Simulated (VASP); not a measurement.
# Ga3AsN2 (P-3m1) in VASP: a series of runs

The runs below take Ga3AsN2 through single point, with PBE.

Everything below comes from runs of VASP 6.6.1. Logs are shortened: lines on timing, memory, paths and dates and some standing lists are left out, and cuts for length are marked.

### 1 The cell of the first run

Symmetry: P-3m1, No. 164, trigonal system. Conventional cell: a = 3.196 Å, b = 3.196 Å, c = 8.819 Å, α = 90.00°, β = 90.00°, γ = 120.00°. Ga (site symmetry 3m) has 3 N at 2.16 Å and 3 As at 2.72 Å within 2.9 Å. Ga (site symmetry -3m) has 6 N at 2.25 Å within 3.0 Å. Within 3.6 Å of As (site symmetry -3m) lie 6 Ga at 2.72 Å and 6 As at 3.20 Å. N (site symmetry 3m) has 6 Ga at 2.16 to 2.25 Å within 2.9 Å.

### 2 Single point, PBE

INCAR

```
ALGO = Normal
EDIFF = 1E-7
ENCUT = 520
GGA = PE
ISIF = 2
ISMEAR = 0
LASPH = T
LCHARG = F
LREAL = F
LWAVE = F
NBANDS = 36
NELM = 100
PREC = Accurate
SIGMA = 0.1
```

KPOINTS

```
k-points
0
Gamma
  6 6 2
```

POSCAR

```
Ga3AsN2
1.0
    3.1962436392      0.0000000026      0.0000000000
   -1.5981218218      2.7680281870      0.0000000000
    0.0000000000      0.0000000000      8.8190627784
Ga As N
3 1 2
Direct
    0.6666666667      0.3333333333      0.7735834753
    0.0000000000      0.0000000000      0.5000000000
    0.3333333333      0.6666666667      0.2264165247
    0.0000000000      0.0000000000      0.0000000000
    0.3333333333      0.6666666667      0.6464019569
    0.6666666667      0.3333333333      0.3535980431
```

Potentials or basis: VASP PAW PBE potentials, release 64 (Ga_d, As, N).

Started as:

```bash
$ cat potpaw_PBE.64/Ga_d/POTCAR potpaw_PBE.64/As/POTCAR potpaw_PBE.64/N/POTCAR > POTCAR
$ mpirun -np 1 vasp_std > vasp.out
```

OUTCAR:

```text
EDIFF = 1E-7
   ENCUT = 520
   GGA = PE
   ISIF = 2
   ISMEAR = 0
   LASPH = T
   LREAL = F
   NELM = 100
   PREC = Accurate

 ion  position               nearest neighbor table
   1  0.667  0.333  0.774-   5 2.16   5 2.16   5 2.16   4 2.72   4 2.72   4 2.72
   2  0.000  0.000  0.500-   5 2.25   6 2.25   6 2.25   5 2.25   6 2.25   5 2.25
   3  0.333  0.667  0.226-   6 2.16   6 2.16   6 2.16   4 2.72   4 2.72   4 2.72
   4  0.000  0.000  0.000-   1 2.72   3 2.72   1 2.72   3 2.72   1 2.72   3 2.72
   5  0.333  0.667  0.646-   1 2.16   1 2.16   1 2.16   2 2.25   2 2.25   2 2.25
   6  0.667  0.333  0.354-   3 2.16   3 2.16   3 2.16   2 2.25   2 2.25   2 2.25

  LATTYP: Found a hexagonal cell.
 ALAT       =     3.1962436392
 C/A-ratio  =     2.7591960357

  Lattice vectors:

 A1 = (   3.1962436392,   0.0000000026,   0.0000000000)
 A2 = (  -1.5981218218,   2.7680281870,   0.0000000000)
 A3 = (   0.0000000000,   0.0000000000,   8.8190627784)

Analysis of symmetry for initial positions (statically):
=====================================================================
 Subroutine PRICEL returns:
 Original cell was already a primitive cell.

 Routine SETGRP: Setting up the symmetry group for a
 hexagonal supercell.

 Subroutine GETGRP returns: Found 12 space group operations
 (whereof 12 operations were pure point group operations)
 out of a pool of 24 trial point group operations.

The static configuration has the point symmetry D_3d.

Analysis of symmetry for dynamics (positions and initial velocities):
=====================================================================
 Subroutine PRICEL returns:
 Original cell was already a primitive cell.

 Routine SETGRP: Setting up the symmetry group for a
 hexagonal supercell.

 Subroutine GETGRP returns: Found 12 space group operations
 (whereof 12 operations were pure point group operations)
 out of a pool of 24 trial point group operations.

The dynamic configuration has the point symmetry D_3d.

 Subroutine INISYM returns: Found 12 space group operations
 (whereof 12 operations are pure point group operations),
 and found     1 'primitive' translations

----------------------------------------------------------------------------------------

                                     Primitive cell

  volume of cell :      78.0248

  direct lattice vectors                    reciprocal lattice vectors
     3.196243639  0.000000003  0.000000000     0.312867263  0.180633999  0.000000000
[... 86 lines left out ...]
   NSW    =      0    number of steps for IOM
   IBRION =     -1    ionic relax: 0-MD 1-quasi-New 2-CG
   NFREE  =      0    steps in history (QN), initial steepest desc. (CG)
   ISIF   =      2    stress and relaxation
   ISYM   =      2    0-nonsym 1-usesym 2-fastsym
   POTIM  = 0.5000    time-step for ionic-motion
   TEBEG  =    0.0;   TEEND  =   0.0 temperature during run
   PSTRESS=    0.0 pullay stress
   NELECT =      54.0000    total number of electrons
   NUPDOWN=      -1.0000    fix difference up-down
   EMIN   =  10.00;   EMAX   =-10.00  energy-range for DOS
   EFERMI =   0.00;   METHOD = LEGACY
   ISMEAR =     0;   SIGMA  =   0.10  broadening in eV -4-tet -1-fermi 0-gaus
   EFERMI_NEDOS =   21; number of points for ismear=-14 and -15
   IALGO  =     38    algorithm
   IMIX   =      4    mixing-type and parameters
     AMIX     =   0.40;   BMIX     =  1.00
     AMIX_MAG =   1.60;   BMIX_MAG =  1.00
  volume/ion in A,a.u.               =      13.00        87.76
  Fermi-wavevector in a.u.,A,eV,Ry     =   1.448089  2.736491 28.530882  2.096961
  Thomas-Fermi vector in A             =   2.565969
   LORBIT       =      0    0 simple, 1 ext, 2 COOP (PROOUT), +10 PAW based schemes
   GGA     = PE    functional components
   LHFCALC =     F    Hartree Fock is set to
   AEXX    =    0.0000 exact exchange contribution
   IVDW    =     0    specifies the selected vdW correction
   LEPSILON=     F    determine dielectric tensor
   LRPA    =     F    only Hartree local field effects (RPA)
 non-spin polarized calculation
 Gauss-broadening in eV      SIGMA  =   0.10
  energy-cutoff  :      520.00
  volume of cell :       78.02
 maximum number of plane-waves:      2114
 NGX is ok and might be reduce to    24

 number of electron      53.9999984 magnetization

 Free energy of the ion-electron system (eV)
  ---------------------------------------------------
  ext. energy  EPLUGINS =         0.00000000
  ---------------------------------------------------
  free energy    TOTEN  =       -28.95639058 eV

  energy without entropy =      -28.95568116  energy(sigma->0) =      -28.95603587

 E-fermi :   7.4856     XC(G=0): -11.8353

 val. band max:        7.3230949772   @ k =   0.3333   0.0000   0.5000
 cond. band min:       7.6611894292   @ k =   0.3333   0.3333   0.0000
 fundamental gap:      0.3380944520
 Fermi energy:         7.4855805345

 k-point     1 :       0.0000    0.0000    0.0000
  band No.  band energies     occupation
      1      -9.7201      2.00000
      2      -8.6671      2.00000
      3      -8.0108      2.00000
      4      -7.9926      2.00000
      5      -7.9926      2.00000
      6      -7.9188      2.00000
[... 535 lines left out ...]
     35      14.2316      0.00000
     36      14.6035      0.00000

------------------------ aborting loop because EDIFF is reached ----------------------------------------

  FORCE on cell =-STRESS in cart. coord.  units (eV):
  Direction    XX          YY          ZZ          XY          YZ          ZX
  --------------------------------------------------------------------------------------
  -------------------------------------------------------------------------------------
  Total        0.1849237      0.1849237      0.1575616      0.0000000      0.0000000     -0.0000000
  in kB        3.7972603      3.7972603      3.2354013      0.0000000      0.0000000     -0.0000000
  external PRESSURE =       3.6099740 kB  Pullay stress =       0.0000000 kB

 VOLUME and BASIS-vectors are now :
 -----------------------------------------------------------------------------
  energy-cutoff  :      520.00
  volume of cell :       78.02
      direct lattice vectors                 reciprocal lattice vectors
     3.196243639  0.000000003  0.000000000     0.312867263  0.180633999  0.000000000
    -1.598121822  2.768028187  0.000000000    -0.000000000  0.361267997  0.000000000
     0.000000000  0.000000000  8.819062778     0.000000000  0.000000000  0.113390734

 POSITION                                       TOTAL-FORCE (eV/Angst)
 -----------------------------------------------------------------------------------
      1.59812      0.92268      6.82228        -0.000000      0.000000      0.025017
      0.00000      0.00000      4.40953         0.000000      0.000000      0.000000
     -0.00000      1.84535      1.99678         0.000000      0.000000     -0.025017
      0.00000      0.00000      0.00000         0.000000      0.000000      0.000000
     -0.00000      1.84535      5.70066         0.000000     -0.000000     -0.017485
      1.59812      0.92268      3.11840        -0.000000      0.000000      0.017485
 -----------------------------------------------------------------------------------
    total drift:                               -0.000000      0.000000      0.000000

  FREE ENERGIE OF THE ION-ELECTRON SYSTEM (eV)
  ---------------------------------------------------
  free  energy   TOTEN  =       -28.9563905822 eV

  energy  without entropy=      -28.9556811551  energy(sigma->0) =      -28.95603587
```

Run time: 23 s. Hardware: 1 thread of Intel Xeon 6975P-C (Granite Rapids), shared host; peak memory 0.2 GiB.

What came out:

```
Free energy            : -28.9564 eV
Pressure               : 0.4 GPa
Largest force          : 0.025 eV/Å
Band gap on the k mesh : zero (band 27 reaches 8.97 eV, above the bottom of band 28 at 7.00 eV)
```

Forces in eV/Å, atoms in the order of the input:
```
Ga   0.000  0.000  0.025
Ga   0.000  0.000  0.000
Ga   0.000  0.000 -0.025
As   0.000  0.000  0.000
N    0.000  0.000 -0.017
N    0.000  0.000  0.017
```

Levels at points of the mesh, in eV from the Fermi level:
```tsv
k point	band 23	band 24	band 25	band 26	band 27	band 28	band 29	band 30	band 31	band 32
(0.00, 0.00, 0.00)	-2.33	-2.25	-2.25	-1.83	1.48	2.76	2.76	3.43	6.65	6.65
(0.50, 0.00, 0.00)	-4.07	-3.88	-2.99	-2.94	-2.64	0.37	1.58	1.71	3.35	4.55
(0.00, 0.00, 0.50)	-2.33	-2.24	-2.24	0.41	0.56	2.77	2.77	3.24	5.84	6.17
(0.50, 0.00, 0.50)	-4.81	-4.03	-3.06	-1.80	-1.05	-0.48	0.48	1.80	4.41	4.68
```

Caveat: the k points lie up to 0.38 Å⁻¹ apart.

### 3 Single point, PBE

This run uses another cell than the first one, of 16.68 Å³/atom, 1.283 times its volume.

INCAR

```
PREC = Accurate
ENCUT = 520
EDIFF = 1E-7
ISMEAR = 0
SIGMA = 0.1
LREAL = False
LASPH = True
NELM = 100
ALGO = Normal
ISIF = 2
LWAVE = False
LCHARG = False
GGA = PE
NBANDS = 36
```

KPOINTS

```
Automatic mesh
0
Gamma
  6 6 2
```

POSCAR

```
Ga3AsN2
1.0
    3.6134746900      0.0000000000      0.0000000000
   -1.8067373500      3.1293608800      0.0000000000
    0.0000000000      0.0000000000      8.8511692000
Ga As N
3 1 2
Direct
    0.6666666700      0.3333333300      0.8333333300
    0.0000000000      0.0000000000      0.5000000000
    0.3333333300      0.6666666700      0.1666666700
    0.0000000000      0.0000000000      0.0000000000
    0.3333333300      0.6666666700      0.6666666700
    0.6666666700      0.3333333300      0.3333333300
```

Potentials or basis: VASP PAW PBE potentials, release 64 (Ga_d, As, N).

Started as:

```bash
$ cat potpaw_PBE.64/Ga_d/POTCAR potpaw_PBE.64/As/POTCAR potpaw_PBE.64/N/POTCAR > POTCAR
$ mpirun -np 1 vasp_std > vasp.out
```

Wall time 37 s (1 thread of Intel Xeon 6975P-C (Granite Rapids), shared host); peak memory 0.23 GiB.

It converged, with:

| Quantity | Value |
| --- | --- |
| Free energy | -25.5179 eV |
| Pressure | -13.8 GPa |
| Largest force | 2.810 eV/Å |
| Band gap on the k mesh | zero (band 27 reaches 4.23 eV, above the bottom of band 28 at 3.22 eV) |

Forces in eV/Å, atoms in the order of the input:
```
Ga   0.000  0.000 -2.810
Ga   0.000  0.000  0.000
Ga   0.000  0.000  2.810
As   0.000  0.000  0.000
N    0.000  0.000 -0.121
N    0.000  0.000  0.121
```

Stress tensor (GPa, compression positive):
```
-13.73   0.00   0.00
  0.00 -13.73   0.00
  0.00   0.00 -13.94
```

Levels at points of the mesh, in eV from the Fermi level:
| k point | band 24 | band 25 | band 26 | band 27 | band 28 | band 29 | band 30 | band 31 |
| --- | --- | --- | --- | --- | --- | --- | --- | --- |
| (0.00, 0.00, 0.00) | -0.27 | -0.27 | -0.20 | 0.36 | 0.36 | 2.49 | 2.98 | 4.33 |
| (0.50, 0.00, 0.00) | -1.95 | -1.48 | -1.22 | -0.71 | -0.65 | 1.49 | 2.43 | 3.90 |
| (0.00, 0.00, 0.50) | -0.26 | -0.26 | 0.36 | 0.36 | 1.14 | 1.27 | 3.33 | 4.56 |
| (0.50, 0.00, 0.50) | -1.92 | -1.34 | -0.56 | -0.13 | -0.10 | 0.15 | 2.76 | 4.08 |

Caveat: forces of over 1 eV/Å act on the atoms, so gaps and moduli don't describe the material at rest.

### 4 Single point, PBE

This run uses another cell than the first one: it holds 12 atoms, not 6.

INCAR

```
  ALGO = Normal
  EDIFF = 1E-7
  ENCUT = 520
  GGA = PE
  ISIF = 2
  ISMEAR = 0
  LASPH = T
  LCHARG = T
  LELF = T
  LREAL = F
  LVHAR = T
  LWAVE = F
  NBANDS = 66
  NELM = 100
  PREC = Accurate
  SIGMA = 0.2
```

KPOINTS

```
k-points
0
Gamma
  6 6 2
```

POSCAR

```
Ga3AsN2
1.0
    3.1844493856      0.0000000000      0.0000000000
   -1.5922246928      2.7578140650      0.0000000000
    0.0000000000      0.0000000000     17.7139426557
Ga As N
6 2 4
Direct
    0.6666666667      0.3333333333      0.3868247168
    0.6666666667      0.3333333333      0.8868247168
    0.0000000000      1.0000000000      0.2500000000
    0.0000000000      0.0000000000      0.7500000000
    0.3333333333      0.6666666667      0.1131752832
    0.3333333333      0.6666666667      0.6131752832
    0.0000000000      1.0000000000      0.5000000000
    0.0000000000      0.0000000000      0.0000000000
    0.3333333333      0.6666666667      0.3218482663
    0.3333333333      0.6666666667      0.8218482663
    0.6666666667      0.3333333333      0.1781517337
    0.6666666667      0.3333333333      0.6781517337
```

Started as:

```bash
$ cat potpaw_PBE.64/Ga_d/POTCAR potpaw_PBE.64/As/POTCAR potpaw_PBE.64/N/POTCAR > POTCAR
$ mpirun -np 1 vasp_std > vasp.out
```

It took 2 min on 1 thread of Intel Xeon 6975P-C (Granite Rapids), shared host; peak memory 0.32 GiB.

It converged, with:

```yaml
Free_energy: -57.9398 eV
Pressure: 0.8 GPa
Largest_force: 0.050 eV/Å
Band_gap_on_the_k_mesh: zero (band 54 reaches 9.09 eV, above the bottom of band 55 at 6.92 eV)
```

Forces in eV/Å, atoms in the order of the input:
```
Ga   0.000  0.000  0.002
Ga   0.000  0.000  0.002
Ga   0.000  0.000  0.000
Ga   0.000  0.000  0.000
Ga   0.000  0.000 -0.002
Ga   0.000  0.000 -0.002
As   0.000  0.000  0.000
As   0.000  0.000  0.000
N    0.000  0.000  0.050
N    0.000  0.000  0.050
N    0.000  0.000 -0.050
N    0.000  0.000 -0.050
```

Stress tensor (GPa, compression positive):
```
0.97 0.00 0.00
0.00 0.97 0.00
0.00 0.00 0.37
```

Levels at points of the mesh, in eV from the Fermi level:
```csv
k point,band 51,band 52,band 53,band 54,band 55,band 56,band 57,band 58
"(0.00, 0.00, 0.00)",-1.92,0.34,0.51,1.49,2.78,2.78,2.79,2.79
"(0.50, 0.00, 0.00)",-3.01,-2.72,-1.93,-1.17,-0.51,0.34,0.45,1.52
"(0.00, 0.00, 0.50)",-0.78,-0.78,1.23,1.23,2.79,2.79,2.79,2.79
"(0.50, 0.00, 0.50)",-2.55,-2.55,-1.91,-1.91,0.32,0.32,0.39,0.39
```

Caveat: the k points lie up to 0.38 Å⁻¹ apart.

(Continued in part 2 of 2.)
